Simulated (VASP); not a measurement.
Set up this calculation in VASP 6.6.1, as the native input.

```yaml
Task: single point
Functional: PBE
Potentials_or_basis: VASP PAW PBE potentials, release 64 (Ga_d, P)
Cutoff: 520 eV
k_mesh: 8 × 8 × 3
Occupations: gaussian, width 0.05 eV
Spin: no spin polarisation
Dipole_correction: no
Further_INCAR_settings: ALGO = Normal; EDIFF = 1e-06; NBANDS = 46
```

The structure of GaP lies in POSCAR:

```
GaP
1.0
    3.8926748920      0.0000000000      0.0000000000
    0.0000000000      3.8926748920      0.0000000000
    0.0000000000      0.0000000000     11.0882001177
Ga P
4 4
Direct
    0.0000000000      0.0000000000      0.0115408869
    0.5000000000      0.5000000000      0.2612105645
    0.0000000000      0.5000000000      0.6137894355
    0.5000000000      0.0000000000      0.8634591131
    0.0000000000      0.5000000000      0.1385951390
    0.5000000000      0.0000000000      0.3883521964
    0.0000000000      0.0000000000      0.4866478036
    0.5000000000      0.5000000000      0.7364048610
```

The input as run:

INCAR

```
SYSTEM = GaP
ALGO = Normal
EDIFF = 1E-6
ENCUT = 520
GGA = PE
ISIF = 2
ISMEAR = 0
LASPH = .True.
LCHARG = .False.
LREAL = .False.
LWAVE = .False.
NBANDS = 46
NELM = 60
PREC = Accurate
SIGMA = 0.05
```

KPOINTS

```
k-points
0
Gamma
  8 8 3
  0 0 0
```

Potentials or basis: VASP PAW PBE potentials, release 64 (Ga_d, P).

Command:

```bash
$ cat potpaw_PBE.64/Ga_d/POTCAR potpaw_PBE.64/P/POTCAR > POTCAR
$ mpirun -np 1 vasp_std > vasp.out
```

It gave:

```
Pressure               : 0.7 GPa
Largest force          : 0.027 eV/Å
Band gap on the k mesh : 0.70 eV (least direct gap 0.83 eV)
```

Caveat: semilocal functionals underestimate gaps, and a narrow one can read as zero.

Run time: 3.9 min on 1 thread of Intel(R) Xeon(R) Platinum 8488C (Sapphire Rapids), on a shared host, peak memory 0.43 GiB.
